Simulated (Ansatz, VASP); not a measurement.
## One calculation of TaSi, two programs

```xyz
2
Lattice="2.9682 0.0000 0.0000 0.0000 2.9682 0.0000 0.0000 0.0000 2.9682" Properties=species:S:1:pos:R:3 pbc="T T T"
Ta    0.0000    0.0000    0.0000
Si    1.4841    1.4841    1.4841
```

Alike in both runs: task relaxation of cell and atoms; functional PBEsol; k mesh 14 × 14 × 14; occupations fermi-dirac, width 0.05 eV; no spin polarisation.

```csv
,VASP,Ansatz
version,VASP 6.6.1,Ansatz 0.2.0
potentials or method,"VASP PAW PBE potentials, release 64 (Ta_pv, Si)","PAW with Ansatz's default frozen-core files, scalar-relativistic"
plane-wave cutoff (eV),600,420
valence electrons in the cell,15,17
```

VASP gave:

- relaxed volume (Å³/atom): 15.28
- relaxed cell length with the largest relative difference (Å): 3.126

Question: What did Ansatz give for the same quantities?

Answer: Relaxed volume (Å³/atom): 15.25; relaxed cell length with the largest relative difference (Å): 3.124.

VASP's potentials were made for PBE, not for PBEsol. VASP's potentials hold 15 valence electrons a cell and Ansatz's 17, so a difference there can come from the potentials and not from the codes.

Neither program's run includes spin-orbit coupling. Noted on VASP's run: the volume moved by over 15 % at a fixed basis, so the end points are rough.
